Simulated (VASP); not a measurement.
Write the native input for VASP 6.6.1 that does the following.

- Task: single point
- Functional: LDA
- Potentials or basis: VASP PAW LDA potentials, release 64 (Sb, Au)
- Cutoff: 520 eV
- k mesh: 10 × 10 × 10
- Occupations: fermi-dirac, width 0.05 eV
- Spin: no spin polarisation
- Dipole correction: no
- Further INCAR settings: ALGO = Normal; EDIFF = 1e-07; NBANDS = 21

The structure of Sb3Au lies in POSCAR:

```
Sb3Au
1.0
   -2.9779417705      2.9779417705      2.9779417705
    2.9779417705     -2.9779417705      2.9779417705
    2.9779417705      2.9779417705     -2.9779417705
Sb Au
3 1
Direct
    0.0000000000      0.5000000000      0.5000000000
    0.5000000000      0.0000000000      0.5000000000
    0.5000000000      0.5000000000      0.0000000000
    0.0000000000      0.0000000000      0.0000000000
```

These files were run (other wordings do the same):

INCAR

```
ALGO = Normal ; EDIFF = 1E-7
ENCUT = 520 ; GGA = CA
ISIF = 2 ; ISMEAR = -1
LASPH = True ; LCHARG = True
LELF = True ; LREAL = False
LVHAR = True ; LWAVE = False
NBANDS = 21 ; NELM = 60
PREC = Accurate ; SIGMA = 0.05
```

KPOINTS

```
k-points
0
Gamma
  10 10 10
```

Potentials or basis: VASP PAW LDA potentials, release 64 (Sb, Au).

Launch:

```bash
$ cat potpaw_LDA.64/Sb/POTCAR potpaw_LDA.64/Au/POTCAR > POTCAR
$ mpirun -np 1 vasp_std > vasp.out
```

It gave:

| Item | Value |
| --- | --- |
| Pressure | -4.6 GPa |
| Band gap on the k mesh | zero (bands 13 and 14 overlap by 3.01 eV) |

Caveat: the cell stands under tension; spin-orbit coupling is left out, which moves the levels of the heavy elements.

Wall time 49 s on 1 thread of Intel(R) Xeon(R) 6975P-C (Granite Rapids) (shared host), peak memory 0.26 GiB.
